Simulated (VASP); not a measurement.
# FeSe2 (Pnnm) in VASP: relaxation of shape and atoms at fixed volume with LDA

Aim: the relaxation of shape and atoms at fixed volume of FeSe2 with LDA.

All numbers are computed with VASP 6.6.1; they aren't measurements. Logs are shortened: lines on timing, memory, paths and dates and some standing lists are left out, and cuts for length are marked.

## Step 1: The cell of the first run

It takes space group Pnnm (No. 58, orthorhombic). The conventional cell has a = 4.584 Å, b = 5.534 Å, c = 3.446 Å, α = 90.00°, β = 90.00°, γ = 90.00°. Fe (site symmetry 2/m) has 6 Se at 2.26 to 2.28 Å within 3.0 Å. Within 3.0 Å of Se (site symmetry m) lie 3 Fe at 2.26 to 2.28 Å and 2 Se at 2.49 to 2.98 Å.

## Step 2: Relaxation of shape and atoms at fixed volume, LDA (14.57 Å³/atom)

Contents of INCAR:

```
SYSTEM = FeSe2
ALGO = Normal ; EDIFF = 1E-6
EDIFFG = -0.01 ; ENCUT = 600
GGA = CA ; IBRION = 2
ISIF = 4 ; ISMEAR = 0
LASPH = .TRUE. ; LCHARG = .FALSE.
LREAL = .FALSE. ; LWAVE = .FALSE.
NELM = 80 ; NSW = 50
PREC = Accurate ; SIGMA = 0.02
```

Contents of KPOINTS:

```
k-points
0
G
  8 6 10
  0 0 0
```

Contents of POSCAR:

```
FeSe2
1.0
    4.5840638258      0.0000000000      0.0000000000
    0.0000000000      5.5343153415      0.0000000000
    0.0000000000      0.0000000000      3.4459593292
Fe Se
2 4
Direct
    0.0000000000      0.0000000000      0.0000000000
    0.5000000000      0.5000000000      0.5000000000
    0.2186149167      0.3660581484      0.0000000000
    0.7813850833      0.6339418516      0.0000000000
    0.7186149167      0.1339418516      0.5000000000
    0.2813850833      0.8660581484      0.5000000000
```

Potentials or basis: VASP PAW LDA potentials, release 64 (Fe, Se).

Command:

```console
> cat potpaw_LDA.64/Fe/POTCAR potpaw_LDA.64/Se/POTCAR > POTCAR
> mpirun -np 1 vasp_std > vasp.out
```

OUTCAR:

```text
SYSTEM = FeSe2
   EDIFF = 1E-6
   EDIFFG = -0.01
   ENCUT = 600
   GGA = CA
   IBRION = 2
   ISIF = 4
   ISMEAR = 0
   LASPH = .TRUE.
   LREAL = .FALSE.
   NELM = 80
   NSW = 50
   PREC = Accurate

 ion  position               nearest neighbor table
   1  0.000  0.000  0.000-   3 2.26   4 2.26   5 2.28   6 2.28   5 2.28   6 2.28
   2  0.500  0.500  0.500-   5 2.26   6 2.26   3 2.28   4 2.28   3 2.28   4 2.28
   3  0.219  0.366  0.000-   1 2.26   2 2.28   2 2.28   4 2.49
   4  0.781  0.634  0.000-   1 2.26   2 2.28   2 2.28   3 2.49
   5  0.719  0.134  0.500-   2 2.26   1 2.28   1 2.28   6 2.49
   6  0.281  0.866  0.500-   2 2.26   1 2.28   1 2.28   5 2.49

  LATTYP: Found a simple orthorhombic cell.
 ALAT       =     3.4459593292
 B/A-ratio  =     1.3302721791
 C/A-ratio  =     1.6060303715

  Lattice vectors:

 A1 = (   0.0000000000,   0.0000000000,   3.4459593292)
 A2 = (   4.5840638258,   0.0000000000,   0.0000000000)
 A3 = (   0.0000000000,   5.5343153415,   0.0000000000)

Analysis of symmetry for initial positions (statically):
=====================================================================
 Subroutine PRICEL returns:
 Original cell was already a primitive cell.

 Routine SETGRP: Setting up the symmetry group for a
 simple orthorhombic supercell.

 Subroutine GETGRP returns: Found  8 space group operations
 (whereof  4 operations were pure point group operations)
 out of a pool of  8 trial point group operations.

The static configuration has the point symmetry C_2h.
 The point group associated with its full space group is D_2h.

Analysis of symmetry for dynamics (positions and initial velocities):
=====================================================================
 Subroutine PRICEL returns:
 Original cell was already a primitive cell.

 Routine SETGRP: Setting up the symmetry group for a
 simple orthorhombic supercell.

 Subroutine GETGRP returns: Found  8 space group operations
 (whereof  4 operations were pure point group operations)
 out of a pool of  8 trial point group operations.

The dynamic configuration has the point symmetry C_2h.
 The point group associated with its full space group is D_2h.

 Subroutine INISYM returns: Found  8 space group operations
 (whereof  4 operations are pure point group operations),
 and found     1 'primitive' translations

----------------------------------------------------------------------------------------

                                     Primitive cell

  volume of cell :      87.4228

  direct lattice vectors                    reciprocal lattice vectors
     4.584063826  0.000000000  0.000000000     0.218147050  0.000000000  0.000000000
     0.000000000  5.534315342  0.000000000     0.000000000  0.180690824  0.000000000
     0.000000000  0.000000000  3.445959329     0.000000000  0.000000000  0.290194951

  length of vectors
     4.584063826  5.534315342  3.445959329     0.218147050  0.180690824  0.290194951

  position of ions in fractional coordinates (direct lattice)
     0.000000000  0.000000000  0.000000000
     0.500000000  0.500000000  0.500000000
     0.218614917  0.366058148  0.000000000
     0.781385083  0.633941852  0.000000000
     0.718614917  0.133941852  0.500000000
     0.281385083  0.866058148  0.500000000

  ion indices of the primitive-cell ions
   primitive index   ion index
                 1           1
                 2           2
                 3           3
                 4           4
                 5           5
                 6           6

----------------------------------------------------------------------------------------

 KPOINTS: k-points

Automatic generation of k-mesh.
 Grid dimensions read from file:
 generate k-points for:    8    6   10

 Generating k-lattice:

  Cartesian coordinates                     Fractional coordinates (reciprocal lattice)
     0.027268381  0.000000000  0.000000000     0.125000000  0.000000000  0.000000000
     0.000000000  0.030115137  0.000000000     0.000000000  0.166666667  0.000000000
     0.000000000  0.000000000  0.029019495     0.000000000  0.000000000  0.100000000

  Length of vectors
     0.027268381  0.030115137  0.029019495

  Shift w.r.t. Gamma in fractional coordinates (k-lattice)
     0.000000000  0.000000000  0.000000000

 Subroutine IBZKPT returns following result:
 ===========================================

 Found    120 irreducible k-points:

 Following reciprocal coordinates:
            Coordinates               Weight
  0.000000  0.000000  0.000000      1.000000
  0.125000  0.000000  0.000000      2.000000
  0.250000  0.000000  0.000000      2.000000
  0.375000  0.000000  0.000000      2.000000
  0.500000  0.000000  0.000000      1.000000
  0.000000  0.166667  0.000000      2.000000
[... 16 lines left out ...]
  0.250000  0.000000  0.100000      4.000000
  0.375000  0.000000  0.100000      4.000000
 [... further k-points ...]
   k-points           NKPTS =    120   k-points in BZ     NKDIM =    120   number of bands    NBANDS=     24
   number of dos      NEDOS =    301   number of ions     NIONS =      6
   total plane-waves  NPLWV =  53760
   dimension x,y,z NGX =    40 NGY =   48 NGZ =   28
   dimension x,y,z NGXF=    80 NGYF=   96 NGZF=   56
   ions per type =               2   4
   NGX,Y,Z   is equivalent  to a cutoff of  14.51, 14.42, 13.51 a.u.
   NGXF,Y,Z  is equivalent  to a cutoff of  29.01, 28.84, 27.02 a.u.
 SYSTEM =  FeSe2
   PREC   = accura    normal or accurate (medium, high low for compatibility)
   ISTART =      0    job   : 0-new  1-cont  2-samecut
   ICHARG =      2    charge: 1-file 2-atom 10-const
   ISPIN  =      1    spin polarized calculation?
   LNONCOLLINEAR =      F non collinear calculations
   LSORBIT =      F    spin-orbit coupling
   LASPH  =      T    aspherical Exc in radial PAW
   ENCUT  =  600.0 eV  44.10 Ry    6.64 a.u.   9.16 11.05  6.88*2*pi/ulx,y,z
   NELM   =     80;   NELMIN=  2; NELMDL= -5     # of ELM steps
   EDIFF  = 0.1E-05   stopping-criterion for ELM
   LREAL  =      F    real-space projection
   EDIFFG = -.1E-01   stopping-criterion for IOM
   NSW    =     50    number of steps for IOM
   IBRION =      2    ionic relax: 0-MD 1-quasi-New 2-CG
   NFREE  =      1    steps in history (QN), initial steepest desc. (CG)
   ISIF   =      4    stress and relaxation
   ISYM   =      2    0-nonsym 1-usesym 2-fastsym
   POTIM  = 0.5000    time-step for ionic-motion
   TEBEG  =    0.0;   TEEND  =   0.0 temperature during run
   PSTRESS=    0.0 pullay stress
   NELECT =      40.0000    total number of electrons
   NUPDOWN=      -1.0000    fix difference up-down
   EMIN   =  10.00;   EMAX   =-10.00  energy-range for DOS
   EFERMI =   0.00;   METHOD = LEGACY
   ISMEAR =     0;   SIGMA  =   0.02  broadening in eV -4-tet -1-fermi 0-gaus
   EFERMI_NEDOS =   21; number of points for ismear=-14 and -15
   IALGO  =     38    algorithm
   IMIX   =      4    mixing-type and parameters
     AMIX     =   0.40;   BMIX     =  1.00
     AMIX_MAG =   1.60;   BMIX_MAG =  1.00
  volume/ion in A,a.u.               =      14.57        98.33
  Fermi-wavevector in a.u.,A,eV,Ry     =   1.261498  2.383886 21.652004  1.591377
  Thomas-Fermi vector in A             =   2.394954
   LORBIT       =      0    0 simple, 1 ext, 2 COOP (PROOUT), +10 PAW based schemes
   GGA     = CA    functional components
   LHFCALC =     F    Hartree Fock is set to
   AEXX    =    0.0000 exact exchange contribution
   IVDW    =     0    specifies the selected vdW correction
   LEPSILON=     F    determine dielectric tensor
   LRPA    =     F    only Hartree local field effects (RPA)
 conjugate gradient relaxation of ions
 non-spin polarized calculation
 Gauss-broadening in eV      SIGMA  =   0.02
  energy-cutoff  :      600.00
  volume of cell :       87.42
 maximum number of plane-waves:      2940
 NGX is ok and might be reduce to    40
   NGX = 19   NGY = 23   NGZ = 13

--------------------------------------- Ionic step        1  -------------------------------------------

 number of electron      39.9999997 magnetization

 Free energy of the ion-electron system (eV)
  ---------------------------------------------------
  ext. energy  EPLUGINS =         0.00000000
  ---------------------------------------------------
  free energy    TOTEN  =       -38.17490357 eV

  energy without entropy =      -38.17490357  energy(sigma->0) =      -38.17490357

------------------------ aborting loop because EDIFF is reached ----------------------------------------

  FORCE on cell =-STRESS in cart. coord.  units (eV):
  Direction    XX          YY          ZZ          XY          YZ          ZX
  --------------------------------------------------------------------------------------
  -------------------------------------------------------------------------------------
  Total        6.1036772      6.3519860      6.3529465      0.0000000      0.0000000      0.0000000
  in kB      111.8606741    116.4113719    116.4289752      0.0000000      0.0000000      0.0000000
  external PRESSURE =     114.9003404 kB  Pullay stress =       0.0000000 kB

 VOLUME and BASIS-vectors are now :
 -----------------------------------------------------------------------------
  energy-cutoff  :      600.00
  volume of cell :       87.42
      direct lattice vectors                 reciprocal lattice vectors
     4.584063826  0.000000000  0.000000000     0.218147050  0.000000000  0.000000000
     0.000000000  5.534315342  0.000000000     0.000000000  0.180690824  0.000000000
     0.000000000  0.000000000  3.445959329     0.000000000  0.000000000  0.290194951
[... 121 lines left out ...]
 POSITION                                       TOTAL-FORCE (eV/Angst)
 -----------------------------------------------------------------------------------
      0.00000      0.00000      0.00000         0.000000      0.000000      0.000000
      2.28887      2.77111      1.72290         0.000000      0.000000      0.000000
      0.99559      2.02895      0.00000        -0.006476     -0.003138      0.000000
      3.58215      3.51328      3.44580         0.006476      0.003138     -0.000000
      3.28445      0.74216      1.72290        -0.006476      0.003138      0.000000
      1.29328      4.80007      1.72290         0.006476     -0.003138      0.000000
 -----------------------------------------------------------------------------------
    total drift:                               -0.000000      0.000000     -0.000000

  FREE ENERGIE OF THE ION-ELECTRON SYSTEM (eV)
  ---------------------------------------------------
  free  energy   TOTEN  =       -38.1759800559 eV

  energy  without entropy=      -38.1759800559  energy(sigma->0) =      -38.17598006

--------------------------------------- Ionic step        5  -------------------------------------------

 number of electron      39.9999997 magnetization

 Free energy of the ion-electron system (eV)
  ---------------------------------------------------
  ext. energy  EPLUGINS =         0.00000000
  ---------------------------------------------------
  free energy    TOTEN  =       -38.17598574 eV

  energy without entropy =      -38.17598574  energy(sigma->0) =      -38.17598574

 E-fermi :   7.9559     XC(G=0): -12.0315

 val. band max:        7.8596462699   @ k =   0.3750   0.0000   0.0000
 cond. band min:       8.2186199457   @ k =   0.0000   0.5000   0.5000
 fundamental gap:      0.3589736758
 Fermi energy:         7.9558550060

 k-point     1 :       0.0000    0.0000    0.0000
  band No.  band energies     occupation
      1      -9.4551      2.00000
      2      -6.6655      2.00000
      3      -5.6233      2.00000
      4      -4.7661      2.00000
      5      -0.2505      2.00000
      6       1.1445      2.00000
[... 16 lines left out ...]
     23      10.7861      0.00000
     24      10.8873      0.00000
[... 598 lines left out ...]
      2      -7.1695      2.00000
      3      -5.8856      2.00000
      4      -5.6417      2.00000
      5       0.0727      2.00000
      6       0.0943      2.00000
[... 16 lines left out ...]
     23       9.8175      0.00000
     24       9.9833      0.00000

 [... further k-points ...]

------------------------ aborting loop because EDIFF is reached ----------------------------------------

  FORCE on cell =-STRESS in cart. coord.  units (eV):
  Direction    XX          YY          ZZ          XY          YZ          ZX
  --------------------------------------------------------------------------------------
  -------------------------------------------------------------------------------------
  Total        6.2298326      6.1485832      6.1686974      0.0000000      0.0000000      0.0000000
  in kB      114.1726964    112.6836565    113.0522841      0.0000000      0.0000000      0.0000000
  external PRESSURE =     113.3028790 kB  Pullay stress =       0.0000000 kB

 VOLUME and BASIS-vectors are now :
 -----------------------------------------------------------------------------
  energy-cutoff  :      600.00
  volume of cell :       87.42
      direct lattice vectors                 reciprocal lattice vectors
     4.577669663 -0.000000000  0.000000000     0.218451761  0.000000000  0.000000000
     0.000000000  5.541285372  0.000000000     0.000000000  0.180463545  0.000000000
     0.000000000  0.000000000  3.446432194     0.000000000  0.000000000  0.290155135

 POSITION                                       TOTAL-FORCE (eV/Angst)
 -----------------------------------------------------------------------------------
      0.00000      0.00000      0.00000         0.000000      0.000000      0.000000
      2.28883      2.77064      1.72322         0.000000      0.000000      0.000000
      0.99568      2.02853      0.00000        -0.005500     -0.000813      0.000000
      3.58199      3.51275      0.00000         0.005500      0.000813      0.000000
      3.28452      0.74211      1.72322        -0.005500      0.000813      0.000000
      1.29315      4.79917      1.72322         0.005500     -0.000813      0.000000
 -----------------------------------------------------------------------------------
    total drift:                               -0.000000      0.000000     -0.000000

  FREE ENERGIE OF THE ION-ELECTRON SYSTEM (eV)
  ---------------------------------------------------
  free  energy   TOTEN  =       -38.1759857363 eV

  energy  without entropy=      -38.1759857363  energy(sigma->0) =      -38.17598574

 reached required accuracy - stopping structural energy minimisation
```

Wall time 9.3 min (1 thread of Intel Xeon Platinum 8488C (Sapphire Rapids), shared host); peak memory 0.4 GiB.

Results:

- Free energy: -38.1760 eV
- Energy gained by relaxing: 0.2 meV/atom
- Ionic steps: 5
- Pressure after relaxing: 11.3 GPa
- Largest force after relaxing: 0.006 eV/Å
- Band gap on the k mesh: 0.36 eV (least direct gap 1.02 eV)

Forces on the atoms (eV/Å):
```
Fe   0.000  0.000  0.000
Fe   0.000  0.000  0.000
Se  -0.005 -0.001  0.000
Se   0.005  0.001  0.000
Se  -0.005  0.001  0.000
Se   0.005 -0.001  0.000
```

Step by step:
| step | energy change (eV) | largest force (eV/Å) | pressure (GPa) | volume (Å³) |
| --- | --- | --- | --- | --- |
| 1 | 0.0000 | 0.0905 | 11.49 | 87.42 |
| 2 | -0.0010 | 0.0112 | 11.33 | 87.42 |
| 3 | -0.0010 | 0.0072 | 11.27 | 87.42 |
| 4 | -0.0011 | 0.0072 | 11.34 | 87.42 |
| 5 | -0.0011 | 0.0056 | 11.33 | 87.42 |

Final structure:
```yaml
crystal:
  lattice:
    - [4.57767, 0.00000, 0.00000]
    - [0.00000, 5.54129, 0.00000]
    - [0.00000, 0.00000, 3.44643]
  atoms:
    - { symbol: Fe, position: [0.00000, 0.00000, 0.00000] }
    - { symbol: Fe, position: [0.50000, 0.50000, 0.50000] }
    - { symbol: Se, position: [0.21751, 0.36608, 0.00000] }
    - { symbol: Se, position: [0.78249, 0.63392, 0.00000] }
    - { symbol: Se, position: [0.71751, 0.13392, 0.50000] }
    - { symbol: Se, position: [0.28249, 0.86608, 0.50000] }
```

Levels at points of the mesh, in eV from the valence-band top:
| k point | band 17 | band 18 | band 19 | band 20 | band 21 | band 22 | band 23 | band 24 |
| --- | --- | --- | --- | --- | --- | --- | --- | --- |
| (0.00, 0.00, 0.00) | -1.24 | -1.20 | -0.79 | -0.68 | 0.91 | 1.14 | 2.93 | 3.03 |
| (0.50, 0.00, 0.00) | -1.10 | -1.10 | -0.35 | -0.35 | 1.40 | 1.40 | 2.01 | 2.01 |
| (0.00, 0.50, 0.00) | -1.19 | -1.19 | -0.62 | -0.62 | 0.71 | 0.71 | 2.48 | 2.48 |
| (0.50, 0.50, 0.00) | -1.35 | -1.35 | -1.26 | -1.26 | 0.98 | 0.98 | 2.07 | 2.07 |
| (0.00, 0.00, 0.50) | -1.17 | -1.17 | -0.85 | -0.85 | 1.15 | 1.15 | 1.42 | 1.42 |
| (0.50, 0.00, 0.50) | -1.04 | -1.04 | -0.78 | -0.78 | 0.99 | 0.99 | 1.61 | 1.61 |
| (0.00, 0.50, 0.50) | -1.87 | -1.87 | -0.82 | -0.82 | 0.36 | 0.36 | 2.03 | 2.03 |
| (0.50, 0.50, 0.50) | -0.90 | -0.90 | -0.80 | -0.80 | 1.15 | 1.15 | 1.90 | 1.90 |

Caveat: semilocal functionals underestimate gaps, and a narrow one can read as zero. Spin polarisation is off, so any magnetic state and its effect on volume and gap are missing.
